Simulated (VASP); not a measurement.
# Nb (Fm-3m) in VASP: notebook

Runs on Nb. Level: PBEsol. Tasks: relaxation of cell and atoms.

Program: VASP 6.6.1. These are calculated values, not measurements. Logs are shortened: lines on timing, memory, paths and dates and some standing lists are left out, and cuts for length are marked.

### 1 The cell of the first run

It takes space group Fm-3m (No. 225, cubic). The conventional cell has a = 4.190 Å, b = 4.190 Å, c = 4.190 Å, α = 90.00°, β = 90.00°, γ = 90.00°. Nb (site symmetry m-3m) has 12 Nb at 2.96 Å within 3.9 Å.

This isn't the form of Nb at room conditions, which is bcc.

### 2 Relaxation of cell and atoms, PBEsol, target pressure 15 GPa, at which the enthalpy is minimised

File INCAR:

```
PREC     = Accurate       # precision mode
ENCUT    = 500            # plane-wave cutoff, eV
EDIFF    = 1E-7           # SCF threshold, eV
ISMEAR   = 0              # smearing method
SIGMA    = 0.1            # smearing width, eV
LREAL    = False          # projectors in reciprocal space
LASPH    = True           # aspherical terms in the spheres
NELM     = 120            # most SCF steps
ALGO     = Normal         # electronic algorithm
ISIF     = 3              # what is computed and relaxed
LWAVE    = False          # write WAVECAR
LCHARG   = False          # write CHGCAR
GGA      = PS             # functional
IBRION   = 2              # ionic algorithm
NSW      = 80             # ionic steps
EDIFFG   = -0.03          # ionic threshold
PSTRESS  = 150.0        
GGA_COMPAT= False        
NELMIN   = 4
```

File KPOINTS:

```
Automatic mesh
0
Gamma
  9 9 9
```

File POSCAR:

```
Nb
1.0
    0.0000000000      2.0950000000      2.0950000000
    2.0950000000      0.0000000000      2.0950000000
    2.0950000000      2.0950000000      0.0000000000
Nb
1
Direct
    0.0000000000      0.0000000000      0.0000000000
```

Potentials or basis: VASP PAW PBE potentials, release 64 (Nb_sv).

Run with:

```bash
cat potpaw_PBE.64/Nb_sv/POTCAR > POTCAR
mpirun -np 1 vasp_std > vasp.out
```

OUTCAR:

```text
PREC = Accurate
   ENCUT = 500
   EDIFF = 1E-7
   ISMEAR = 0
   LREAL = False
   LASPH = True
   NELM = 120
   ISIF = 3
   GGA = PS
   IBRION = 2
   NSW = 80
   EDIFFG = -0.03
   PSTRESS = 150.0
   NELMIN = 4

 ion  position               nearest neighbor table
   1  0.000  0.000  0.000-

  LATTYP: Found a face centered cubic cell.
 ALAT       =     4.1900000000

  Lattice vectors:

 A1 = (   0.0000000000,   2.0950000000,   2.0950000000)
 A2 = (   2.0950000000,   0.0000000000,   2.0950000000)
 A3 = (   2.0950000000,   2.0950000000,   0.0000000000)

Analysis of symmetry for initial positions (statically):
=====================================================================
 Subroutine PRICEL returns:
 Original cell was already a primitive cell.

 Routine SETGRP: Setting up the symmetry group for a
 face centered cubic supercell.

 Subroutine GETGRP returns: Found 48 space group operations
 (whereof 48 operations were pure point group operations)
 out of a pool of 48 trial point group operations.

The static configuration has the point symmetry O_h .

Analysis of symmetry for dynamics (positions and initial velocities):
=====================================================================
 Subroutine PRICEL returns:
 Original cell was already a primitive cell.

 Routine SETGRP: Setting up the symmetry group for a
 face centered cubic supercell.

 Subroutine GETGRP returns: Found 48 space group operations
 (whereof 48 operations were pure point group operations)
 out of a pool of 48 trial point group operations.

The dynamic configuration has the point symmetry O_h .

 Subroutine INISYM returns: Found 48 space group operations
 (whereof 48 operations are pure point group operations),
 and found     1 'primitive' translations

----------------------------------------------------------------------------------------

                                     Primitive cell

  volume of cell :      18.3900

  direct lattice vectors                    reciprocal lattice vectors
     0.000000000  2.095000000  2.095000000    -0.238663484  0.238663484  0.238663484
     2.095000000  0.000000000  2.095000000     0.238663484 -0.238663484  0.238663484
     2.095000000  2.095000000  0.000000000     0.238663484  0.238663484 -0.238663484

  length of vectors
     2.962777413  2.962777413  2.962777413     0.413377281  0.413377281  0.413377281

  position of ions in fractional coordinates (direct lattice)
     0.000000000  0.000000000  0.000000000

  ion indices of the primitive-cell ions
   primitive index   ion index
                 1           1

----------------------------------------------------------------------------------------

 KPOINTS: Automatic mesh

Automatic generation of k-mesh.
 Grid dimensions read from file:
 generate k-points for:    9    9    9

 Generating k-lattice:

  Cartesian coordinates                     Fractional coordinates (reciprocal lattice)
    -0.026518165  0.026518165  0.026518165     0.111111111  0.000000000  0.000000000
     0.026518165 -0.026518165  0.026518165     0.000000000  0.111111111  0.000000000
     0.026518165  0.026518165 -0.026518165     0.000000000  0.000000000  0.111111111

  Length of vectors
     0.045930809  0.045930809  0.045930809

  Shift w.r.t. Gamma in fractional coordinates (k-lattice)
     0.000000000  0.000000000  0.000000000

 Subroutine IBZKPT returns following result:
 ===========================================

 Found     35 irreducible k-points:

 Following reciprocal coordinates:
            Coordinates               Weight
  0.000000  0.000000  0.000000      1.000000
  0.111111  0.000000  0.000000      8.000000
  0.222222  0.000000  0.000000      8.000000
  0.333333  0.000000  0.000000      8.000000
  0.444444  0.000000  0.000000      8.000000
  0.111111  0.111111  0.000000      6.000000
[... 16 lines left out ...]
 -0.333333  0.333333  0.000000     12.000000
  0.444444  0.444444  0.000000      6.000000
 [... further k-points ...]
   k-points           NKPTS =     35   k-points in BZ     NKDIM =     35   number of bands    NBANDS=     10
   number of dos      NEDOS =    301   number of ions     NIONS =      1
   total plane-waves  NPLWV =  13824
   dimension x,y,z NGX =    24 NGY =   24 NGZ =   24
   dimension x,y,z NGXF=    48 NGYF=   48 NGZF=   48
   ions per type =               1
   NGX,Y,Z   is equivalent  to a cutoff of  13.47, 13.47, 13.47 a.u.
   NGXF,Y,Z  is equivalent  to a cutoff of  26.93, 26.93, 26.93 a.u.
 SYSTEM =  unknown system
   PREC   = accura    normal or accurate (medium, high low for compatibility)
   ISTART =      0    job   : 0-new  1-cont  2-samecut
   ICHARG =      2    charge: 1-file 2-atom 10-const
   ISPIN  =      1    spin polarized calculation?
   LNONCOLLINEAR =      F non collinear calculations
   LSORBIT =      F    spin-orbit coupling
   LASPH  =      T    aspherical Exc in radial PAW
   ENCUT  =  500.0 eV  36.75 Ry    6.06 a.u.   5.40  5.40  5.40*2*pi/ulx,y,z
   NELM   =    120;   NELMIN=  4; NELMDL= -5     # of ELM steps
   EDIFF  = 0.1E-06   stopping-criterion for ELM
   LREAL  =      F    real-space projection
   EDIFFG = -.3E-01   stopping-criterion for IOM
   NSW    =     80    number of steps for IOM
   IBRION =      2    ionic relax: 0-MD 1-quasi-New 2-CG
   NFREE  =      1    steps in history (QN), initial steepest desc. (CG)
   ISIF   =      3    stress and relaxation
   ISYM   =      2    0-nonsym 1-usesym 2-fastsym
   POTIM  = 0.5000    time-step for ionic-motion
   TEBEG  =    0.0;   TEEND  =   0.0 temperature during run
   PSTRESS=  150.0 pullay stress
   NELECT =      13.0000    total number of electrons
   NUPDOWN=      -1.0000    fix difference up-down
   EMIN   =  10.00;   EMAX   =-10.00  energy-range for DOS
   EFERMI =   0.00;   METHOD = LEGACY
   ISMEAR =     0;   SIGMA  =   0.10  broadening in eV -4-tet -1-fermi 0-gaus
   EFERMI_NEDOS =   21; number of points for ismear=-14 and -15
   IALGO  =     38    algorithm
   IMIX   =      4    mixing-type and parameters
     AMIX     =   0.40;   BMIX     =  1.00
     AMIX_MAG =   1.60;   BMIX_MAG =  1.00
  volume/ion in A,a.u.               =      18.39       124.10
  Fermi-wavevector in a.u.,A,eV,Ry     =   1.458351  2.755883 28.936684  2.126786
  Thomas-Fermi vector in A             =   2.575045
   LORBIT       =      0    0 simple, 1 ext, 2 COOP (PROOUT), +10 PAW based schemes
   GGA     = PS    functional components
   LHFCALC =     F    Hartree Fock is set to
   AEXX    =    0.0000 exact exchange contribution
   IVDW    =     0    specifies the selected vdW correction
   LEPSILON=     F    determine dielectric tensor
   LRPA    =     F    only Hartree local field effects (RPA)
 conjugate gradient relaxation of ions
 non-spin polarized calculation
 Gauss-broadening in eV      SIGMA  =   0.10
  energy-cutoff  :      500.00
  volume of cell :       18.39
 maximum number of plane-waves:       483
 NGX is ok and might be reduce to    24
   NGX = 11   NGY = 11   NGZ = 11

--------------------------------------- Ionic step        1  -------------------------------------------

 number of electron      13.0000001 magnetization

 Free energy of the ion-electron system (eV)
  ---------------------------------------------------
  ext. energy  EPLUGINS =         0.00000000
  ---------------------------------------------------
  free energy    TOTEN  =       -10.59635258 eV

  energy without entropy =      -10.58667541  energy(sigma->0) =      -10.59151400

------------------------ aborting loop because EDIFF is reached ----------------------------------------

  FORCE on cell =-STRESS in cart. coord.  units (eV):
  Direction    XX          YY          ZZ          XY          YZ          ZX
  --------------------------------------------------------------------------------------
  -------------------------------------------------------------------------------------
  Total       -0.1651384     -0.1651384     -0.1651384     -0.0000000      0.0000000      0.0000000
  in kB      -14.3872074    -14.3872074    -14.3872074     -0.0000000      0.0000000      0.0000000
  external PRESSURE =    -164.3872074 kB  Pullay stress =     150.0000000 kB

 VOLUME and BASIS-vectors are now :
 -----------------------------------------------------------------------------
  energy-cutoff  :      500.00
  volume of cell :       18.39
      direct lattice vectors                 reciprocal lattice vectors
     0.000000000  2.095000000  2.095000000    -0.238663484  0.238663484  0.238663484
     2.095000000  0.000000000  2.095000000     0.238663484 -0.238663484  0.238663484
     2.095000000  2.095000000  0.000000000     0.238663484  0.238663484 -0.238663484
[... 81 lines left out ...]
  FREE ENERGIE OF THE ION-ELECTRON SYSTEM (eV)
  ---------------------------------------------------
  free  energy   TOTEN  =       -10.5427762070 eV

  energy  without entropy=      -10.5309251381  energy(sigma->0) =      -10.53685067

  enthalpy is  TOTEN    =        -8.9560200144 eV   P V=        1.5867561926

--------------------------------------- Ionic step        4  -------------------------------------------

 number of electron      12.9999999 magnetization

 Free energy of the ion-electron system (eV)
  ---------------------------------------------------
  ext. energy  EPLUGINS =         0.00000000
  ---------------------------------------------------
  free energy    TOTEN  =       -10.53716183 eV

  energy without entropy =      -10.52532731  energy(sigma->0) =      -10.53124457

 E-fermi :  12.3642     XC(G=0): -12.9704

 val. band max:       12.3470819344   @ k =   0.3333   0.2222   0.1111
 cond. band min:      12.3775872511   @ k =   0.0000   0.0000   0.0000
 fundamental gap:      0.0305053167
 Fermi energy:        12.3642396366

 k-point     1 :       0.0000    0.0000    0.0000
  band No.  band energies     occupation
      1     -42.2453      2.00000
      2     -17.4160      2.00000
      3     -17.4160      2.00000
      4     -17.4160      2.00000
      5       5.8800      2.00000
      6      12.3776      0.85028
      7      12.3776      0.85028
      8      12.3776      0.85028
      9      15.3789      0.00000
     10      15.3789      0.00000

 k-point     2 :       0.1111    0.0000    0.0000
  band No.  band energies     occupation
      1     -42.2112      2.00000
      2     -17.6268      2.00000
      3     -17.4414      2.00000
      4     -17.4414      2.00000
      5       6.3856      2.00000
      6      12.0042      2.00000
      7      12.5991      0.00090
      8      12.5991      0.00090
      9      15.1810      0.00000
     10      15.1810      0.00000
[... 274 lines left out ...]
 k-point    24 :       0.4444    0.4444    0.0000
  band No.  band energies     occupation
      1     -41.8605      2.00000
      2     -18.9269      2.00000
      3     -17.9870      2.00000
      4     -17.9870      2.00000
      5       7.7794      2.00000
      6       8.5608      2.00000
      7      16.1825      0.00000
      8      17.5792      0.00000
      9      17.9459      0.00000
     10      17.9459      0.00000

 [... further k-points ...]

------------------------ aborting loop because EDIFF is reached ----------------------------------------

  FORCE on cell =-STRESS in cart. coord.  units (eV):
  Direction    XX          YY          ZZ          XY          YZ          ZX
  --------------------------------------------------------------------------------------
  -------------------------------------------------------------------------------------
  Total        1.5671992      1.5671992      1.5671992      0.0000000     -0.0000000      0.0000000
  in kB      148.6963640    148.6963640    148.6963640      0.0000000     -0.0000000      0.0000000
  external PRESSURE =      -1.3036360 kB  Pullay stress =     150.0000000 kB

 VOLUME and BASIS-vectors are now :
 -----------------------------------------------------------------------------
  energy-cutoff  :      500.00
  volume of cell :       16.89
      direct lattice vectors                 reciprocal lattice vectors
    -0.000000000  2.036267400  2.036267400    -0.245547319  0.245547319  0.245547319
     2.036267400  0.000000000  2.036267400     0.245547319 -0.245547319  0.245547319
     2.036267400  2.036267400  0.000000000     0.245547319  0.245547319 -0.245547319

 POSITION                                       TOTAL-FORCE (eV/Angst)
 -----------------------------------------------------------------------------------
      2.03627      2.03627      0.00000         0.000000     -0.000000      0.000000
 -----------------------------------------------------------------------------------
    total drift:                                0.000000      0.000000     -0.000000

  FREE ENERGIE OF THE ION-ELECTRON SYSTEM (eV)
  ---------------------------------------------------
  free  energy   TOTEN  =       -10.5371618272 eV

  energy  without entropy=      -10.5253273145  energy(sigma->0) =      -10.53124457

  enthalpy is  TOTEN    =        -8.9562228837 eV   P V=        1.5809389435

 reached required accuracy - stopping structural energy minimisation
```

It took 36 s on 1 thread of AMD EPYC 7R43 (Zen 3), shared host; peak memory 0.12 GiB.

What came out:

* Free energy: -10.5372 eV
* Relaxed volume: 16.89 Å³/atom
* Relaxed cell: a = 2.880 Å, b = 2.880 Å, c = 2.880 Å, α = 60.00°, β = 60.00°, γ = 60.00°
* Space group after relaxing (to 0.1 Å): Fm-3m (No. 225)
* Energy change on relaxing (the run minimises the enthalpy): +59.2 meV/atom
* Ionic steps: 4
* Pressure after relaxing: 14.9 GPa
* Band gap on the k mesh: zero (an odd number of electrons rules out a gap without spin polarisation)

The path:
```
step  energy change (eV)  largest force (eV/Å)  pressure (GPa)  volume (Å³)
   1              0.0000                0.0000           -1.44        18.39
   2              0.8281                0.0000           73.95        13.81
   3              0.0536                0.0000           14.09        16.95
   4              0.0592                0.0000           14.87        16.89
```

Final structure:
```
Nb
1.0
     0.00000    2.03627    2.03627
     2.03627    0.00000    2.03627
     2.03627    2.03627    0.00000
Nb
1
Direct
  0.00000 0.00000 0.00000
```

Caveat: the cell is relaxed towards a set pressure, so the run minimises the enthalpy, not the energy; the PAW data sets were made with another functional, which shifts forces and pressure a little.

### 3 Relaxation of cell and atoms, PBEsol, target pressure 30 GPa, at which the enthalpy is minimised

File INCAR:

```
  ALGO = Normal
  EDIFF = 1E-7
  EDIFFG = -0.03
  ENCUT = 500
  GGA = PS
  GGA_COMPAT = F
  IBRION = 2
  ISIF = 3
  ISMEAR = 0
  LASPH = T
  LCHARG = F
  LREAL = F
  LWAVE = F
  NELM = 120
  NELMIN = 4
  NSW = 80
  PREC = Accurate
  PSTRESS = 300.0
  SIGMA = 0.1
```

File KPOINTS:

```
k-points
0
Gamma
  9 9 9
```

POSCAR is that of step 2.

Potentials or basis: VASP PAW PBE potentials, release 64 (Nb_sv).

Run with:

```bash
cat potpaw_PBE.64/Nb_sv/POTCAR > POTCAR
mpirun -np 1 vasp_std > vasp.out
```

Wall time 43 s (1 thread of AMD EPYC 7R43 (Zen 3), shared host); peak memory 0.12 GiB.

The run converged. Its results:

- Free energy: -10.3893 eV
- Relaxed volume: 15.82 Å³/atom
- Relaxed cell: a = 2.818 Å, b = 2.818 Å, c = 2.818 Å, α = 60.00°, β = 60.00°, γ = 60.00°
- Space group after relaxing (to 0.1 Å): Fm-3m (No. 225)
- Energy change on relaxing (the run minimises the enthalpy): +207.0 meV/atom
- Ionic steps: 5
- Pressure after relaxing: 30.0 GPa
- Band gap on the k mesh: zero (an odd number of electrons rules out a gap without spin polarisation)

Step by step:
```tsv
step	energy change (eV)	largest force (eV/Å)	pressure (GPa)	volume (Å³)
1	0.0000	0.0000	-1.44	18.39
2	3.9898	0.0000	256.48	10.36
3	0.1503	0.0000	24.97	16.15
4	0.1872	0.0000	28.29	15.93
5	0.2070	0.0000	29.97	15.82
```

Final structure:
```
Nb
1.0
     0.00000    1.99235    1.99235
     1.99235    0.00000    1.99235
     1.99235    1.99235    0.00000
Nb
1
Direct
  0.00000 0.00000 0.00000
```

Levels at points of the mesh, in eV from the Fermi level:
```
           k point  band 3  band 4  band 5  band 6  band 7  band 8  band 9  band 10
(0.00, 0.00, 0.00)  -29.61  -29.61   -6.64   -0.11   -0.11   -0.11    3.18     3.18
```

Caveat: the cell is relaxed towards a set pressure, so the run minimises the enthalpy, not the energy; the PAW data sets were made with another functional, which shifts forces and pressure a little.

### 4 Relaxation of cell and atoms, PBEsol, target pressure 45 GPa, at which the enthalpy is minimised

File INCAR:

```
ALGO = Normal ; EDIFF = 1E-7
EDIFFG = -0.03 ; ENCUT = 500
GGA = PS ; GGA_COMPAT = F
IBRION = 2 ; ISIF = 3
ISMEAR = 0 ; LASPH = T
LCHARG = F ; LREAL = F
LWAVE = F ; NELM = 120
NELMIN = 4 ; NSW = 80
PREC = Accurate ; PSTRESS = 450.0
SIGMA = 0.1
```

KPOINTS is that of step 3.

POSCAR is that of step 3.

Run with:

```bash
cat potpaw_PBE.64/Nb_sv/POTCAR > POTCAR
mpirun -np 1 vasp_std > vasp.out
```

It took 89 s on 1 thread of AMD EPYC 7R43 (Zen 3), shared host; peak memory 0.12 GiB.

The run converged. Its results:

* Free energy: -10.1923 eV
* Relaxed volume: 14.97 Å³/atom
* Relaxed cell: a = 2.766 Å, b = 2.766 Å, c = 2.766 Å, α = 60.00°, β = 60.00°, γ = 60.00°
* Space group after relaxing (to 0.1 Å): Fm-3m (No. 225)
* Energy change on relaxing (the run minimises the enthalpy): +404.1 meV/atom
* Ionic steps: 16
* Pressure after relaxing: 45.1 GPa
* Band gap on the k mesh: zero (an odd number of electrons rules out a gap without spin polarisation)

Step by step:
| step | energy change (eV) | largest force (eV/Å) | pressure (GPa) | volume (Å³) |
| --- | --- | --- | --- | --- |
| 1 | 0.0000 | 0.0000 | -1.44 | 18.39 |
| 2 | 11.7152 | 0.0000 | 733.36 | 7.54 |
| 3 | 0.2295 | 0.0000 | 31.80 | 15.70 |
| 4 | 0.3145 | 0.0000 | 38.38 | 15.31 |
| 5 | 0.4083 | 0.0000 | 45.37 | 14.95 |
| 6 | 0.3904 | 0.0000 | 44.04 | 15.02 |
| 7 | 0.3911 | 0.0000 | 44.10 | 15.01 |
| 8 | 0.3935 | 0.0000 | 44.27 | 15.01 |
| 9 | 0.3935 | 0.0000 | 44.28 | 15.01 |
| 10 | 0.3936 | 0.0000 | 44.28 | 15.00 |
| 11 | 0.3937 | 0.0000 | 44.28 | 15.00 |
| 12 | 0.3941 | 0.0000 | 44.30 | 15.00 |
| 13 | 0.3947 | 0.0000 | 44.36 | 15.00 |
| 14 | 0.3961 | 0.0000 | 44.46 | 15.00 |
| 15 | 0.3987 | 0.0000 | 44.66 | 14.99 |
| 16 | 0.4041 | 0.0000 | 45.06 | 14.97 |

Final structure:
```cif
data_structure
_symmetry_space_group_name_H-M 'P 1'
_symmetry_Int_Tables_number 1
_cell_length_a 2.7662
_cell_length_b 2.7662
_cell_length_c 2.7662
_cell_angle_alpha 60.000
_cell_angle_beta 60.000
_cell_angle_gamma 60.000
_cell_volume 14.97
loop_
_atom_site_label
_atom_site_type_symbol
_atom_site_fract_x
_atom_site_fract_y
_atom_site_fract_z
_atom_site_occupancy
Nb1 Nb 0.00000 0.00000 0.00000 1
```

Levels at points of the mesh, in eV from the Fermi level:
| k point | band 2 | band 3 | band 4 | band 5 | band 6 | band 7 | band 8 | band 9 | band 10 |
| --- | --- | --- | --- | --- | --- | --- | --- | --- | --- |
| (0.00, 0.00, 0.00) | -29.42 | -29.42 | -29.42 | -6.71 | -0.19 | -0.19 | -0.19 | 3.35 | 3.35 |

Caveat: the cell is relaxed towards a set pressure, so the run minimises the enthalpy, not the energy; the volume moved by over 15 % at a fixed basis, so the end points are rough; the PAW data sets were made with another functional, which shifts forces and pressure a little.

### 5 Overview

| cell | gap on the mesh (eV) | pressure (GPa) |
| --- | --- | --- |
| relaxed to 15 GPa | none | 14.9 |
| relaxed to 30 GPa | none | 30.0 |
| relaxed to 45 GPa | none | 45.1 |

Alike in all rows: task relaxation of cell and atoms; level PBEsol; potentials or basis VASP PAW PBE potentials, release 64 (Nb_sv); no spin polarisation; k mesh 9 × 9 × 9; cutoff (eV) 500; smearing gaussian 0.1 eV.

Caveats: the cell is relaxed towards a set pressure, so the run minimises the enthalpy, not the energy; the PAW data sets were made with another functional, which shifts forces and pressure a little; the volume moved by over 15 % at a fixed basis, so the end points are rough (at least some runs).

Absolute energies hang on the potentials; compare differences alone.
